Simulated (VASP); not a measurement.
# HfBi3O (P6/mmm) in VASP: further runs, part 3 of 4

VASP 6.6.1. Earlier steps stand in the parts before.

## 5. Relaxation of cell and atoms, PBE

This run uses another cell than the first one, of 30.08 Å³/atom.

Input file INCAR:

```
  PREC = Accurate
  ENCUT = 600
  EDIFF = 1E-6
  ISMEAR = 0
  SIGMA = 0.1
  LREAL = F
  LASPH = T
  NELM = 100
  ALGO = Normal
  ISIF = 3
  LWAVE = F
  LCHARG = F
  GGA = PE
  IBRION = 2
  NSW = 90
  EDIFFG = -0.04
```

Input file KPOINTS:

```
regular mesh
0
Gamma
  3 3 4
```

Input file POSCAR:

```
HfBi3O
1.0
    6.7798589746      0.0000000000      0.0000000000
   -3.3899294873      5.8715301061      0.0000000000
    0.0000000000      0.0000000000      3.7783217888
Hf Bi O
1 3 1
Direct
    0.0000000000      0.0000000000      0.0000000000
    0.5000000000      0.0000000000      0.0000000000
    0.0000000000      0.5000000000      0.0000000000
    0.5000000000      0.5000000000      0.0000000000
    0.0000000000      0.0000000000      0.5000000000
```

Run with:

```bash
$ cat potpaw_PBE.64/Hf_pv/POTCAR potpaw_PBE.64/Bi_d/POTCAR potpaw_PBE.64/O/POTCAR > POTCAR
$ mpirun -np 1 vasp_std > vasp.out
```

Wall time 2.6 min (1 thread of Intel Xeon 6975P-C (Granite Rapids), shared host); peak memory 0.33 GiB.

It converged, with:

```yaml
Free_energy: -29.8961 eV
Relaxed_volume: 29.16 Å³/atom
Relaxed_cell: a = 6.604 Å, b = 6.604 Å, c = 3.860 Å, α = 90.00°, β = 90.00°, γ = 120.00°
Space_group_after_relaxing_to_0.1_Å: P6/mmm (No. 191)
Energy_gained_by_relaxing: 29.1 meV/atom
Ionic_steps: 7
Pressure_after_relaxing: 0.0 GPa
Band_gap_on_the_k_mesh: zero (an odd number of electrons rules out a gap without spin polarisation)
```

The path:
```
step  energy change (eV)  largest force (eV/Å)  pressure (GPa)  volume (Å³)
   1              0.0000                0.0000           -0.16       150.41
   2             -0.0102                0.0000           -2.43       149.37
   3             -0.1231                0.0000           -1.69       149.98
   4             -0.1396                0.0000            0.80       143.79
   5             -0.1452                0.0000           -0.08       145.81
   6             -0.1452                0.0000            0.07       145.76
   7             -0.1455                0.0000            0.01       145.78
```

Final structure:
```xyz
5
Lattice="6.6039 0.0000 0.0000 -3.3020 5.7192 0.0000 0.0000 0.0000 3.8599" Properties=species:S:1:pos:R:3 pbc="T T T"
Hf    0.0000    0.0000    0.0000
Bi    3.3020    0.0000    0.0000
Bi   -1.6510    2.8596    0.0000
Bi    1.6510    2.8596    0.0000
O     0.0000    0.0000    1.9300
```

Levels at points of the mesh, in eV from the Fermi level:
```
           k point  band 27  band 28  band 29  band 30  band 31  band 32  band 33  band 34  band 35  band 36
(0.00, 0.00, 0.00)    -2.20    -2.20     0.08     0.49     1.32     1.32     1.79     1.79     2.68     2.94
(0.00, 0.00, 0.50)    -3.73    -2.65    -2.65    -1.10    -1.10     0.59     1.56     1.56     3.23     3.33
```

Caveat: the k points lie up to 0.41 Å⁻¹ apart in the final cell, too coarse for converged energies and pressures of a metal; spin-orbit coupling is left out, which moves the levels of the heavy elements; an odd number of electrons without spin polarisation forces a metal; a magnetic or distorted state may lie lower.

## 6. Single point, PBE

Input file INCAR:

```
SYSTEM = HfBi3O
  PREC = Accurate
  ENCUT = 520
  EDIFF = 1E-7
  ISMEAR = 0
  SIGMA = 0.1
  LREAL = .False.
  LASPH = .True.
  NELM = 80
  ALGO = Normal
  ISIF = 2
  LWAVE = .False.
  LCHARG = .True.
  GGA = PE
  LELF = .True.
  LVHAR = .True.
  NBANDS = 38
```

Input file KPOINTS:

```
Automatic mesh
0
Gamma
  6 6 10
  0 0 0
```

Edit POSCAR of step 5 so:

```diff
@@ -2,5 +2,5 @@
 1.0
-    6.7798589746      0.0000000000      0.0000000000
-   -3.3899294873      5.8715301061      0.0000000000
-    0.0000000000      0.0000000000      3.7783217888
+    6.6272542519      0.0000000000      0.0000000000
+   -3.3136271259      5.7393705395      0.0000000000
+    0.0000000000      0.0000000000      3.8612123347
 Hf Bi O
```

Potentials or basis: VASP PAW PBE potentials, release 64 (Hf_pv, Bi_d, O).

Run with:

```bash
$ cat potpaw_PBE.64/Hf_pv/POTCAR potpaw_PBE.64/Bi_d/POTCAR potpaw_PBE.64/O/POTCAR > POTCAR
$ mpirun -np 1 vasp_std > vasp.out
```

OUTCAR:

```text
SYSTEM = HfBi3O
   PREC = Accurate
   ENCUT = 520
   EDIFF = 1E-7
   ISMEAR = 0
   LREAL = .False.
   LASPH = .True.
   NELM = 80
   ISIF = 2
   GGA = PE

 ion  position               nearest neighbor table
   1  0.000  0.000  0.000-   5 1.93   5 1.93   3 3.31   3 3.31   2 3.31   2 3.31   4 3.31   4 3.31

   2  0.500  0.000  0.000-   4 3.31   4 3.31   1 3.31   1 3.31   3 3.31   3 3.31
   3  0.000  0.500  0.000-   1 3.31   1 3.31   4 3.31   4 3.31   2 3.31   2 3.31
   4  0.500  0.500  0.000-   2 3.31   2 3.31   3 3.31   3 3.31   1 3.31   1 3.31
   5  0.000  0.000  0.500-   1 1.93   1 1.93

  LATTYP: Found a hexagonal cell.
 ALAT       =     6.6272542519
 C/A-ratio  =     0.5826262564

  Lattice vectors:

 A1 = (   6.6272542519,   0.0000000000,   0.0000000000)
 A2 = (  -3.3136271259,   5.7393705395,   0.0000000000)
 A3 = (   0.0000000000,   0.0000000000,   3.8612123347)

Analysis of symmetry for initial positions (statically):
=====================================================================
 Subroutine PRICEL returns:
 Original cell was already a primitive cell.

 Routine SETGRP: Setting up the symmetry group for a
 hexagonal supercell.

 Subroutine GETGRP returns: Found 24 space group operations
 (whereof 24 operations were pure point group operations)
 out of a pool of 24 trial point group operations.

The static configuration has the point symmetry D_6h.

Analysis of symmetry for dynamics (positions and initial velocities):
=====================================================================
 Subroutine PRICEL returns:
 Original cell was already a primitive cell.

 Routine SETGRP: Setting up the symmetry group for a
 hexagonal supercell.

 Subroutine GETGRP returns: Found 24 space group operations
 (whereof 24 operations were pure point group operations)
 out of a pool of 24 trial point group operations.

The dynamic configuration has the point symmetry D_6h.

 Subroutine INISYM returns: Found 24 space group operations
 (whereof 24 operations are pure point group operations),
 and found     1 'primitive' translations

----------------------------------------------------------------------------------------

                                     Primitive cell

  volume of cell :     146.8661

  direct lattice vectors                    reciprocal lattice vectors
     6.627254252  0.000000000  0.000000000     0.150892053  0.087117567  0.000000000
    -3.313627126  5.739370540  0.000000000     0.000000000  0.174235135  0.000000000
     0.000000000  0.000000000  3.861212335     0.000000000  0.000000000  0.258986016

  length of vectors
     6.627254252  6.627254252  3.861212335     0.174235135  0.174235135  0.258986016

  position of ions in fractional coordinates (direct lattice)
     0.000000000  0.000000000  0.000000000
     0.500000000  0.000000000  0.000000000
     1.000000000  0.500000000  0.000000000
     0.500000000  0.500000000  0.000000000
     0.000000000  0.000000000  0.500000000

  ion indices of the primitive-cell ions
   primitive index   ion index
                 1           1
                 2           2
                 3           3
                 4           4
                 5           5

----------------------------------------------------------------------------------------

 KPOINTS: Automatic mesh

Automatic generation of k-mesh.
 Grid dimensions read from file:
 generate k-points for:    6    6   10

 Generating k-lattice:

  Cartesian coordinates                     Fractional coordinates (reciprocal lattice)
     0.025148676  0.014519595  0.000000000     0.166666667 -0.000000000  0.000000000
     0.000000000  0.029039189  0.000000000     0.000000000  0.166666667  0.000000000
     0.000000000  0.000000000  0.025898602     0.000000000  0.000000000  0.100000000

  Length of vectors
     0.029039189  0.029039189  0.025898602

  Shift w.r.t. Gamma in fractional coordinates (k-lattice)
     0.000000000  0.000000000  0.000000000

 Subroutine IBZKPT returns following result:
 ===========================================

 Found     42 irreducible k-points:

 Following reciprocal coordinates:
            Coordinates               Weight
  0.000000  0.000000  0.000000      1.000000
  0.166667  0.000000  0.000000      6.000000
  0.333333  0.000000  0.000000      6.000000
  0.500000 -0.000000  0.000000      3.000000
  0.166667  0.166667  0.000000      6.000000
  0.333333  0.166667  0.000000     12.000000
[... 16 lines left out ...]
  0.166667  0.000000  0.300000     12.000000
  0.333333  0.000000  0.300000     12.000000
 [... further k-points ...]
   k-points           NKPTS =     42   k-points in BZ     NKDIM =     42   number of bands    NBANDS=     38
   number of dos      NEDOS =    301   number of ions     NIONS =      5
   total plane-waves  NPLWV =  75000
   dimension x,y,z NGX =    50 NGY =   50 NGZ =   30
   dimension x,y,z NGXF=   100 NGYF=  100 NGZF=   60
   ions per type =               1   3   1
   NGX,Y,Z   is equivalent  to a cutoff of  12.54, 12.54, 12.92 a.u.
   NGXF,Y,Z  is equivalent  to a cutoff of  25.09, 25.09, 25.83 a.u.
 SYSTEM =  HfBi3O
   PREC   = accura    normal or accurate (medium, high low for compatibility)
   ISTART =      0    job   : 0-new  1-cont  2-samecut
   ICHARG =      2    charge: 1-file 2-atom 10-const
   ISPIN  =      1    spin polarized calculation?
   LNONCOLLINEAR =      F non collinear calculations
   LSORBIT =      F    spin-orbit coupling
   LASPH  =      T    aspherical Exc in radial PAW
   ENCUT  =  520.0 eV  38.22 Ry    6.18 a.u.  12.32 12.32  7.18*2*pi/ulx,y,z
   NELM   =     80;   NELMIN=  2; NELMDL= -5     # of ELM steps
   EDIFF  = 0.1E-06   stopping-criterion for ELM
   LREAL  =      F    real-space projection
   EDIFFG = 0.1E-05   stopping-criterion for IOM
   NSW    =      0    number of steps for IOM
   IBRION =     -1    ionic relax: 0-MD 1-quasi-New 2-CG
   NFREE  =      0    steps in history (QN), initial steepest desc. (CG)
   ISIF   =      2    stress and relaxation
   ISYM   =      2    0-nonsym 1-usesym 2-fastsym
   POTIM  = 0.5000    time-step for ionic-motion
   TEBEG  =    0.0;   TEEND  =   0.0 temperature during run
   PSTRESS=    0.0 pullay stress
   NELECT =      61.0000    total number of electrons
   NUPDOWN=      -1.0000    fix difference up-down
   EMIN   =  10.00;   EMAX   =-10.00  energy-range for DOS
   EFERMI =   0.00;   METHOD = LEGACY
   ISMEAR =     0;   SIGMA  =   0.10  broadening in eV -4-tet -1-fermi 0-gaus
   EFERMI_NEDOS =   21; number of points for ismear=-14 and -15
   IALGO  =     38    algorithm
   IMIX   =      4    mixing-type and parameters
     AMIX     =   0.40;   BMIX     =  1.00
     AMIX_MAG =   1.60;   BMIX_MAG =  1.00
  volume/ion in A,a.u.               =      29.37       198.22
  Fermi-wavevector in a.u.,A,eV,Ry     =   1.221455  2.308216 20.299254  1.491953
  Thomas-Fermi vector in A             =   2.356637
   LORBIT       =      0    0 simple, 1 ext, 2 COOP (PROOUT), +10 PAW based schemes
   GGA     = PE    functional components
   LHFCALC =     F    Hartree Fock is set to
   AEXX    =    0.0000 exact exchange contribution
   IVDW    =     0    specifies the selected vdW correction
   LEPSILON=     F    determine dielectric tensor
   LRPA    =     F    only Hartree local field effects (RPA)
 non-spin polarized calculation
 Gauss-broadening in eV      SIGMA  =   0.10
  energy-cutoff  :      520.00
  volume of cell :      146.87
 maximum number of plane-waves:      3980
 NGX is ok and might be reduce to    50
   NGX = 25   NGY = 25   NGZ = 15

 number of electron      60.9999990 magnetization

 Free energy of the ion-electron system (eV)
  ---------------------------------------------------
  ext. energy  EPLUGINS =         0.00000000
  ---------------------------------------------------
  free energy    TOTEN  =       -30.07112337 eV

  energy without entropy =      -30.04622240  energy(sigma->0) =      -30.05867288

 E-fermi :   5.1727     XC(G=0):  -9.5358

 val. band max:        5.1680108685   @ k =   0.3333   0.0000   0.4000
 cond. band min:       5.1791038167   @ k =   0.1667   0.1667   0.3000
 fundamental gap:      0.0110929482
 Fermi energy:         5.1726640611

 k-point     1 :       0.0000    0.0000    0.0000
  band No.  band energies     occupation
      1     -26.4192      2.00000
      2     -26.4192      2.00000
      3     -26.3757      2.00000
      4     -17.7033      2.00000
      5     -17.6290      2.00000
      6     -17.6290      2.00000
[... 30 lines left out ...]
     37       8.1740      0.00000
     38       9.3958      0.00000
[... 941 lines left out ...]
     37       9.0222      0.00000
     38       9.0647      0.00000

 [... further k-points ...]
[... 5 lines left out ...]
  --------------------------------------------------------------------------------------
  -------------------------------------------------------------------------------------
  Total       -0.1704686     -0.1704686     -0.6513464     -0.0000000      0.0000000      0.0000000
  in kB       -1.8596592     -1.8596592     -7.1056045     -0.0000000      0.0000000      0.0000000
  external PRESSURE =      -3.6083076 kB  Pullay stress =       0.0000000 kB

 VOLUME and BASIS-vectors are now :
 -----------------------------------------------------------------------------
  energy-cutoff  :      520.00
  volume of cell :      146.87
      direct lattice vectors                 reciprocal lattice vectors
     6.627254252  0.000000000  0.000000000     0.150892053  0.087117567  0.000000000
    -3.313627126  5.739370540  0.000000000     0.000000000  0.174235135  0.000000000
     0.000000000  0.000000000  3.861212335     0.000000000  0.000000000  0.258986016

 POSITION                                       TOTAL-FORCE (eV/Angst)
 -----------------------------------------------------------------------------------
      0.00000      0.00000      0.00000        -0.000000      0.000000      0.000000
      3.31363      0.00000      0.00000        -0.000000      0.000000      0.000000
     -1.65681      2.86969      0.00000        -0.000000      0.000000      0.000000
      1.65681      2.86969      0.00000         0.000000      0.000000      0.000000
      0.00000      0.00000      1.93061        -0.000000      0.000000      0.000000
 -----------------------------------------------------------------------------------
    total drift:                               -0.000000      0.000000     -0.000000

  FREE ENERGIE OF THE ION-ELECTRON SYSTEM (eV)
  ---------------------------------------------------
  free  energy   TOTEN  =       -30.0711233658 eV

  energy  without entropy=      -30.0462223956  energy(sigma->0) =      -30.05867288
```

OSZICAR:

```text
N       E                     dE             d eps       ncg     rms          rms(c)
DAV:   1     0.691160100972E+03    0.69116E+03   -0.31174E+04  3192   0.180E+03
DAV:   2     0.565315173424E+02   -0.63463E+03   -0.61692E+03  3264   0.514E+02
DAV:   3    -0.297372045410E+02   -0.86269E+02   -0.83919E+02  3880   0.193E+02
DAV:   4    -0.339937384536E+02   -0.42565E+01   -0.42156E+01  3714   0.443E+01
DAV:   5    -0.341972552424E+02   -0.20352E+00   -0.20335E+00  4126   0.948E+00    0.522E+01
DAV:   6    -0.302327458632E+02    0.39645E+01   -0.18984E+01  3770   0.147E+01    0.437E+01
DAV:   7    -0.301182544277E+02    0.11449E+00   -0.19538E+00  3544   0.635E+00    0.225E+01
DAV:   8    -0.300750123391E+02    0.43242E-01   -0.25730E-01  3802   0.277E+00    0.377E+00
DAV:   9    -0.300712251737E+02    0.37872E-02   -0.42394E-02  3618   0.126E+00    0.132E+00
DAV:  10    -0.300711194555E+02    0.10572E-03   -0.45054E-03  4044   0.457E-01    0.265E-01
DAV:  11    -0.300711345706E+02   -0.15115E-04   -0.63738E-04  3774   0.137E-01    0.681E-02
DAV:  12    -0.300711305623E+02    0.40083E-05   -0.12623E-04  4004   0.558E-02    0.109E-01
DAV:  13    -0.300711234760E+02    0.70862E-05   -0.22602E-05  3668   0.321E-02    0.171E-02
DAV:  14    -0.300711233364E+02    0.13961E-06   -0.55657E-06  4088   0.103E-02    0.972E-03
DAV:  15    -0.300711233658E+02   -0.29406E-07   -0.74161E-07  3062   0.537E-03
   1 F= -.30071123E+02 E0= -.30058673E+02  d E =-.249010E-01
```

Run time: 2.1 min. Hardware: 1 thread of Intel Xeon 6975P-C (Granite Rapids), shared host; peak memory 0.38 GiB.

What came out:

| Item | Value |
| --- | --- |
| Free energy | -30.0711 eV |
| Pressure | -0.4 GPa |
| Band gap on the k mesh | zero (an odd number of electrons rules out a gap without spin polarisation) |

Levels at points of the mesh, in eV from the Fermi level:
```csv
k point,band 27,band 28,band 29,band 30,band 31,band 32,band 33,band 34,band 35,band 36
"(0.00, 0.00, 0.00)",-2.18,-2.18,0.07,0.59,1.31,1.31,1.79,1.79,2.69,3.00
"(0.50, 0.00, 0.00)",-1.94,-1.66,-0.76,-0.48,0.56,1.12,1.49,1.94,2.80,2.94
"(0.00, 0.00, 0.50)",-3.63,-2.57,-2.57,-1.04,-1.04,0.58,1.54,1.54,3.32,3.34
"(0.50, 0.00, 0.50)",-2.50,-2.26,-1.41,-0.99,-0.90,-0.58,0.26,1.40,3.45,3.61
```

Caveat: spin-orbit coupling is left out, which moves the levels of the heavy elements; an odd number of electrons without spin polarisation forces a metal; a magnetic or distorted state may lie lower.

[end of part 3 of 4]

The gap in the log of VASP goes by the Fermi energy; the results here count the filled bands.